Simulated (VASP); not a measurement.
# AlN (R3m) in VASP: further runs

AlN is run at these levels: r2SCAN; tasks: single point.

Everything below comes from runs of VASP 6.6.1. Logs are shortened: lines on timing, memory, paths and dates and some standing lists are left out, and cuts for length are marked.

### 1 The cell of the first run

The structure is trigonal, space group R3m (No. 160). Conventional cell: a = 3.089 Å, b = 3.089 Å, c = 7.566 Å, α = 90.00°, β = 90.00°, γ = 120.00°. Al (site symmetry 3m) has 4 N at 1.69 to 1.97 Å within 2.2 Å. N (site symmetry 3m) has 4 Al at 1.69 to 1.97 Å within 2.2 Å.

### 2 Single point, r2SCAN (all Al atoms moved -0.200 Å, as atom 1 along Cartesian [1 1 1])

Input file POSCAR:

```
AlN
1.0
    0.0000000000      2.1839935596      2.1839935596
    2.1839935596      0.0000000000      2.1839935596
    2.1839935596      2.1839935596      0.0000000000
Al N
1 1
Direct
   -0.0264355298     -0.0264355298     -0.0264355298
    0.7500000000      0.7500000000      0.7500000000
```

Input file INCAR.step1:

```
SYSTEM = AlN
ALGO = Normal
EDIFF = 1E-4
ENCUT = 520
GGA = PE
ISMEAR = 0
LASPH = .TRUE.
LCHARG = .FALSE.
LREAL = .FALSE.
LWAVE = .TRUE.
NBANDS = 11
NELM = 100
PREC = Accurate
SIGMA = 0.05
```

Input file INCAR.step2:

```
SYSTEM = AlN
ALGO = Normal
EDIFF = 1E-6
ENCUT = 520
ISIF = 2
ISMEAR = 0
ISTART = 1
LASPH = .TRUE.
LCHARG = .FALSE.
LMIXTAU = .TRUE.
LREAL = .FALSE.
LWAVE = .FALSE.
METAGGA = R2SCAN
NBANDS = 11
NELM = 100
PREC = Accurate
SIGMA = 0.05
```

Input file KPOINTS:

```
k-points
0
G
  10 10 10
  0 0 0
```

Potentials or basis: VASP PAW PBE potentials, release 64 (Al, N).

Started as:

```
cat potpaw_PBE.64/Al/POTCAR potpaw_PBE.64/N/POTCAR > POTCAR
cp INCAR.step1 INCAR
mpirun -np 1 vasp_std > vasp.out
cp INCAR.step2 INCAR
mpirun -np 1 vasp_std > vasp.out
```

OUTCAR:

```text
SYSTEM = AlN
   EDIFF = 1E-6
   ENCUT = 520
   ISIF = 2
   ISMEAR = 0
   ISTART = 1
   LASPH = .TRUE.
   LREAL = .FALSE.
   METAGGA = R2SCAN
   NELM = 100
   PREC = Accurate

 ion  position               nearest neighbor table
   1  0.974  0.974  0.974-   2 1.69   2 1.97   2 1.97   2 1.97
   2  0.750  0.750  0.750-   1 1.69   1 1.97   1 1.97   1 1.97

  LATTYP: Found a face centered cubic cell.
 ALAT       =     4.3679871192

  Lattice vectors:

 A1 = (   0.0000000000,   2.1839935596,   2.1839935596)
 A2 = (   2.1839935596,   0.0000000000,   2.1839935596)
 A3 = (   2.1839935596,   2.1839935596,   0.0000000000)

Analysis of symmetry for initial positions (statically):
=====================================================================
 Subroutine PRICEL returns:
 Original cell was already a primitive cell.

 Routine SETGRP: Setting up the symmetry group for a
 face centered cubic supercell.

 Subroutine GETGRP returns: Found  6 space group operations
 (whereof  6 operations were pure point group operations)
 out of a pool of 48 trial point group operations.

The static configuration has the point symmetry C_3v.

Analysis of symmetry for dynamics (positions and initial velocities):
=====================================================================
 Subroutine PRICEL returns:
 Original cell was already a primitive cell.

 Routine SETGRP: Setting up the symmetry group for a
 face centered cubic supercell.

 Subroutine GETGRP returns: Found  6 space group operations
 (whereof  6 operations were pure point group operations)
 out of a pool of 48 trial point group operations.

The dynamic configuration has the point symmetry C_3v.

 Subroutine INISYM returns: Found  6 space group operations
 (whereof  6 operations are pure point group operations),
 and found     1 'primitive' translations

----------------------------------------------------------------------------------------

                                     Primitive cell

  volume of cell :      20.8345

  direct lattice vectors                    reciprocal lattice vectors
     0.000000000  2.183993560  2.183993560    -0.228938404  0.228938404  0.228938404
     2.183993560  0.000000000  2.183993560     0.228938404 -0.228938404  0.228938404
     2.183993560  2.183993560  0.000000000     0.228938404  0.228938404 -0.228938404

  length of vectors
     3.088633312  3.088633312  3.088633312     0.396532948  0.396532948  0.396532948

  position of ions in fractional coordinates (direct lattice)
     0.973564470  0.973564470  0.973564470
     0.750000000  0.750000000  0.750000000

  ion indices of the primitive-cell ions
   primitive index   ion index
                 1           1
                 2           2

----------------------------------------------------------------------------------------

 KPOINTS: k-points

Automatic generation of k-mesh.
 Grid dimensions read from file:
 generate k-points for:   10   10   10

 Generating k-lattice:

  Cartesian coordinates                     Fractional coordinates (reciprocal lattice)
    -0.022893840  0.022893840  0.022893840     0.100000000  0.000000000  0.000000000
     0.022893840 -0.022893840  0.022893840     0.000000000  0.100000000  0.000000000
     0.022893840  0.022893840 -0.022893840     0.000000000  0.000000000  0.100000000

  Length of vectors
     0.039653295  0.039653295  0.039653295

  Shift w.r.t. Gamma in fractional coordinates (k-lattice)
     0.000000000  0.000000000  0.000000000

 Subroutine IBZKPT returns following result:
 ===========================================

 Found    116 irreducible k-points:

 Following reciprocal coordinates:
            Coordinates               Weight
  0.000000  0.000000  0.000000      1.000000
  0.100000  0.000000  0.000000      6.000000
  0.100000  0.100000  0.100000      2.000000
  0.200000  0.000000  0.000000      6.000000
  0.200000  0.200000  0.200000      2.000000
  0.300000  0.000000  0.000000      6.000000
[... 16 lines left out ...]
  0.100000  0.100000 -0.400000      6.000000
  0.500000  0.400000  0.500000      6.000000
 [... further k-points ...]
   k-points           NKPTS =    116   k-points in BZ     NKDIM =    116   number of bands    NBANDS=     11
   number of dos      NEDOS =    301   number of ions     NIONS =      2
   total plane-waves  NPLWV =  13824
   dimension x,y,z NGX =    24 NGY =   24 NGZ =   24
   dimension x,y,z NGXF=    48 NGYF=   48 NGZF=   48
   ions per type =               1   1
   NGX,Y,Z   is equivalent  to a cutoff of  12.92, 12.92, 12.92 a.u.
   NGXF,Y,Z  is equivalent  to a cutoff of  25.84, 25.84, 25.84 a.u.
 SYSTEM =  AlN
   PREC   = accura    normal or accurate (medium, high low for compatibility)
   ISTART =      1    job   : 0-new  1-cont  2-samecut
   ICHARG =      0    charge: 1-file 2-atom 10-const
   ISPIN  =      1    spin polarized calculation?
   LNONCOLLINEAR =      F non collinear calculations
   LSORBIT =      F    spin-orbit coupling
   LASPH  =      T    aspherical Exc in radial PAW
   ENCUT  =  520.0 eV  38.22 Ry    6.18 a.u.   5.74  5.74  5.74*2*pi/ulx,y,z
   NELM   =    100;   NELMIN=  2; NELMDL=  0     # of ELM steps
   EDIFF  = 0.1E-05   stopping-criterion for ELM
   LREAL  =      F    real-space projection
   EDIFFG = 0.1E-04   stopping-criterion for IOM
   NSW    =      0    number of steps for IOM
   IBRION =     -1    ionic relax: 0-MD 1-quasi-New 2-CG
   NFREE  =      0    steps in history (QN), initial steepest desc. (CG)
   ISIF   =      2    stress and relaxation
   ISYM   =      2    0-nonsym 1-usesym 2-fastsym
   POTIM  = 0.5000    time-step for ionic-motion
   TEBEG  =    0.0;   TEEND  =   0.0 temperature during run
   PSTRESS=    0.0 pullay stress
   NELECT =       8.0000    total number of electrons
   NUPDOWN=      -1.0000    fix difference up-down
   EMIN   =  10.00;   EMAX   =-10.00  energy-range for DOS
   EFERMI =   0.00;   METHOD = LEGACY
   ISMEAR =     0;   SIGMA  =   0.05  broadening in eV -4-tet -1-fermi 0-gaus
   EFERMI_NEDOS =   21; number of points for ismear=-14 and -15
   IALGO  =     38    algorithm
   IMIX   =      4    mixing-type and parameters
     AMIX     =   0.40;   BMIX     =  1.00
     AMIX_MAG =   1.60;   BMIX_MAG =  1.00
  volume/ion in A,a.u.               =      10.42        70.30
  Fermi-wavevector in a.u.,A,eV,Ry     =   1.189899  2.248583 19.263943  1.415860
  Thomas-Fermi vector in A             =   2.325996
   LORBIT       =      0    0 simple, 1 ext, 2 COOP (PROOUT), +10 PAW based schemes
   METAGGA = R2SCAN    functional components
   LHFCALC =     F    Hartree Fock is set to
   AEXX    =    0.0000 exact exchange contribution
   IVDW    =     0    specifies the selected vdW correction
   LEPSILON=     F    determine dielectric tensor
   LRPA    =     F    only Hartree local field effects (RPA)
 non-spin polarized calculation
 Gauss-broadening in eV      SIGMA  =   0.05
  energy-cutoff  :      520.00
  volume of cell :       20.83
 maximum number of plane-waves:       571
   NGX = 11   NGY = 11   NGZ = 11

 number of electron       8.0000000 magnetization

 Free energy of the ion-electron system (eV)
  ---------------------------------------------------
  ext. energy  EPLUGINS =         0.00000000
  ---------------------------------------------------
  free energy    TOTEN  =       -18.76101747 eV

  energy without entropy =      -18.76101747  energy(sigma->0) =      -18.76101747

 E-fermi :   6.2556     XC(G=0): -11.4097

 val. band max:        5.9570911350   @ k =   0.0000   0.0000   0.0000
 cond. band min:       9.6175035283   @ k =   0.5000   0.5000   0.0000
 fundamental gap:      3.6604123933
 Fermi energy:         6.2555555481

 k-point     1 :       0.0000    0.0000    0.0000
  band No.  band energies     occupation
      1     -10.0680      2.00000
      2       5.0603      2.00000
      3       5.9571      2.00000
      4       5.9571      2.00000
      5      10.4977      0.00000
      6      19.1496      0.00000
      7      19.1496      0.00000
      8      19.3800      0.00000
      9      24.0723      0.00000
     10      24.0723      0.00000
     11      25.7823      0.00000

 k-point     2 :       0.1000    0.0000    0.0000
  band No.  band energies     occupation
      1      -9.9227      2.00000
      2       4.7668      2.00000
      3       5.3828      2.00000
      4       5.9009      2.00000
      5      11.1820      0.00000
      6      18.5757      0.00000
      7      19.1999      0.00000
      8      19.7278      0.00000
      9      23.0376      0.00000
     10      23.1563      0.00000
     11      24.9654      0.00000

 k-point     3 :       0.1000    0.1000    0.1000
  band No.  band energies     occupation
      1      -9.9201      2.00000
      2       4.3697      2.00000
      3       5.9046      2.00000
      4       5.9046      2.00000
      5      11.0513      0.00000
      6      18.9354      0.00000
      7      19.3766      0.00000
      8      19.3766      0.00000
      9      22.6958      0.00000
     10      22.6958      0.00000
     11      25.7508      0.00000

 k-point     4 :       0.2000    0.0000    0.0000
  band No.  band energies     occupation
      1      -9.5109      2.00000
      2       3.3182      2.00000
      3       5.0753      2.00000
      4       5.7602      2.00000
      5      12.3752      0.00000
      6      17.7929      0.00000
      7      18.9072      0.00000
      8      19.5913      0.00000
      9      22.8040      0.00000
     10      22.8075      0.00000
     11      24.0338      0.00000

 k-point     5 :       0.2000    0.2000    0.2000
  band No.  band energies     occupation
      1      -9.5007      2.00000
      2       2.8899      2.00000
      3       5.7737      2.00000
      4       5.7737      2.00000
      5      12.1018      0.00000
      6      17.9945      0.00000
      7      19.4618      0.00000
      8      19.4618      0.00000
      9      21.9741      0.00000
     10      21.9741      0.00000
     11      24.6631      0.00000
[... 211 lines left out ...]
 k-point    21 :       0.4000    0.3000    0.4000
  band No.  band energies     occupation
      1      -8.3895      2.00000
      2       0.5250      2.00000
      3       5.2004      2.00000
      4       5.2718      2.00000
      5      13.5339      0.00000
      6      16.0401      0.00000
      7      18.2368      0.00000
      8      18.7482      0.00000
      9      22.8667      0.00000
     10      25.9263      0.00000
     11      26.0149      0.00000

 k-point    22 :       0.5000    0.1000    0.0000
  band No.  band energies     occupation
      1      -8.0339      2.00000
      2       0.0893      2.00000
      3       4.5270      2.00000
      4       5.0808      2.00000
      5      14.1723      0.00000
      6      15.3676      0.00000
      7      18.0157      0.00000
      8      18.6415      0.00000
      9      24.5697      0.00000
     10      26.2756      0.00000
     11      27.3506      0.00000

 k-point    23 :       0.1000    0.1000   -0.4000
  band No.  band energies     occupation
      1      -8.0342      2.00000
      2       0.0986      2.00000
      3       4.3471      2.00000
      4       5.2741      2.00000
      5      14.2375      0.00000
      6      15.2617      0.00000
      7      17.7947      0.00000
      8      18.7898      0.00000
      9      24.9980      0.00000
     10      25.8152      0.00000
     11      27.6560      0.00000

 k-point    24 :       0.5000    0.4000    0.5000
  band No.  band energies     occupation
      1      -7.9912      2.00000
      2      -0.2173      2.00000
      3       4.9856      2.00000
      4       5.3092      2.00000
      5      13.9582      0.00000
      6      15.3787      0.00000
      7      18.2256      0.00000
      8      18.3066      0.00000
      9      24.4690      0.00000
     10      26.5875      0.00000
     11      27.2798      0.00000

 [... further k-points ...]
[... 5 lines left out ...]
  --------------------------------------------------------------------------------------
  -------------------------------------------------------------------------------------
  Total        0.8937421      0.8937421      0.8937421      1.7482543      1.7482543      1.7482543
  in kB       68.7287952     68.7287952     68.7287952    134.4408130    134.4408130    134.4408130
  external PRESSURE =      68.7287952 kB  Pullay stress =       0.0000000 kB

 VOLUME and BASIS-vectors are now :
 -----------------------------------------------------------------------------
  energy-cutoff  :      520.00
  volume of cell :       20.83
      direct lattice vectors                 reciprocal lattice vectors
     0.000000000  2.183993560  2.183993560    -0.228938404  0.228938404  0.228938404
     2.183993560  0.000000000  2.183993560     0.228938404 -0.228938404  0.228938404
     2.183993560  2.183993560  0.000000000     0.228938404  0.228938404 -0.228938404

 POSITION                                       TOTAL-FORCE (eV/Angst)
 -----------------------------------------------------------------------------------
      4.25252      4.25252      4.25252         2.823699      2.823699      2.823699
      3.27599      3.27599      3.27599        -2.823699     -2.823699     -2.823699
 -----------------------------------------------------------------------------------
    total drift:                                0.002601      0.002601      0.002601

  FREE ENERGIE OF THE ION-ELECTRON SYSTEM (eV)
  ---------------------------------------------------
  free  energy   TOTEN  =       -18.7610174651 eV

  energy  without entropy=      -18.7610174651  energy(sigma->0) =      -18.76101747
```

Run time: 52 s. Hardware: 1 thread of Intel Xeon Platinum 8375C at 2.90GHz (Ice Lake), shared host; peak memory 0.15 GiB.

What came out:

```yaml
Free_energy: -18.7610 eV
Pressure: 6.9 GPa
Largest_force: 4.891 eV/Å
Band_gap_on_the_k_mesh: 3.66 eV, indirect (least direct gap 4.54 eV)
```

Forces in eV/Å, atoms in the order of the input:
```
Al   2.824  2.824  2.824
N   -2.824 -2.824 -2.824
```

Levels at points of the mesh, in eV from the valence-band top:
```
           k point  band 2  band 3  band 4  band 5  band 6  band 7
(0.00, 0.00, 0.00)   -0.90    0.00    0.00    4.54   13.19   13.19
(0.50, 0.00, 0.00)   -6.08   -1.18   -0.53    7.86   10.48   11.37
(0.50, 0.50, 0.50)   -6.38   -0.49   -0.49    7.68   10.22   11.80
(0.50, 0.50, 0.00)   -5.23   -2.24   -1.87    3.66    9.06   14.64
```

Caveat: the cell differs from its parent crystal (all Al atoms moved -0.200 Å, as atom 1 along Cartesian [1 1 1]); the PAW data sets were made with another functional, which shifts forces and pressure a little. A k mesh can miss the band edges.

### 3 Single point, r2SCAN (all Al atoms moved +0.200 Å, as atom 1 along Cartesian [1 1 1])

POSCAR: that of step 2 with these lines changed.

```diff
@@ -8,3 +8,3 @@
 Direct
-   -0.0264355298     -0.0264355298     -0.0264355298
+    0.0264355298      0.0264355298      0.0264355298
     0.7500000000      0.7500000000      0.7500000000
```

Input file INCAR.step1:

```
PREC     = Accurate       # precision mode
ENCUT    = 520            # plane-wave cutoff, eV
ISMEAR   = 0              # smearing method
SIGMA    = 0.05           # smearing width, eV
LREAL    = F              # projectors in reciprocal space
LASPH    = T              # aspherical terms in the spheres
NELM     = 60             # most SCF steps
NBANDS   = 11             # bands
GGA      = PE             # functional
ALGO     = Normal         # electronic algorithm
EDIFF    = 1E-4           # SCF threshold, eV
LWAVE    = T              # write WAVECAR
LCHARG   = F              # write CHGCAR
```

Input file INCAR.step2:

```
PREC     = Accurate       # precision mode
ENCUT    = 520            # plane-wave cutoff, eV
EDIFF    = 1E-7           # SCF threshold, eV
ISMEAR   = 0              # smearing method
SIGMA    = 0.05           # smearing width, eV
LREAL    = F              # projectors in reciprocal space
LASPH    = T              # aspherical terms in the spheres
NELM     = 60             # most SCF steps
ALGO     = Normal         # electronic algorithm
ISIF     = 2              # what is computed and relaxed
LWAVE    = F              # write WAVECAR
LCHARG   = F              # write CHGCAR
METAGGA  = R2SCAN         # meta-GGA
LMIXTAU  = T            
NBANDS   = 11             # bands
ISTART   = 1
```

Input file KPOINTS:

```
regular mesh
0
Gamma
  10 10 10
```

Potentials or basis: VASP PAW PBE potentials, release 64 (Al, N).

Started as:

```
cat potpaw_PBE.64/Al/POTCAR potpaw_PBE.64/N/POTCAR > POTCAR
cp INCAR.step1 INCAR
mpirun -np 1 vasp_std > vasp.out
cp INCAR.step2 INCAR
mpirun -np 1 vasp_std > vasp.out
```

It took 58 s on 1 thread of Intel Xeon Platinum 8375C at 2.90GHz (Ice Lake), shared host; peak memory 0.15 GiB.

It converged, with:

```yaml
Free_energy: -18.9594 eV
Pressure: 3.6 GPa
Largest_force: 1.847 eV/Å
Band_gap_on_the_k_mesh: 3.33 eV, indirect (least direct gap 4.20 eV)
```

Forces on the atoms (eV/Å):
```
Al  -1.066 -1.066 -1.066
N    1.066  1.066  1.066
```

Stress tensor (GPa, compression positive):
```
 3.58 -4.77 -4.77
-4.77  3.58 -4.77
-4.77 -4.77  3.58
```

Levels at points of the mesh, in eV from the valence-band top:
```tsv
k point	band 2	band 3	band 4	band 5	band 6	band 7
(0.00, 0.00, 0.00)	-0.92	-0.92	0.00	4.20	12.93	12.93
(0.50, 0.00, 0.00)	-6.58	-1.34	-0.63	7.40	10.02	11.30
(0.50, 0.50, 0.50)	-6.22	-1.39	-1.39	7.79	10.34	11.24
(0.50, 0.50, 0.00)	-5.57	-2.62	-2.15	3.33	8.72	14.35
```

Caveat: the cell differs from its parent crystal (all Al atoms moved +0.200 Å, as atom 1 along Cartesian [1 1 1]); the PAW data sets were made with another functional, which shifts forces and pressure a little. A k mesh can miss the band edges.

[end of part 1 of 2]
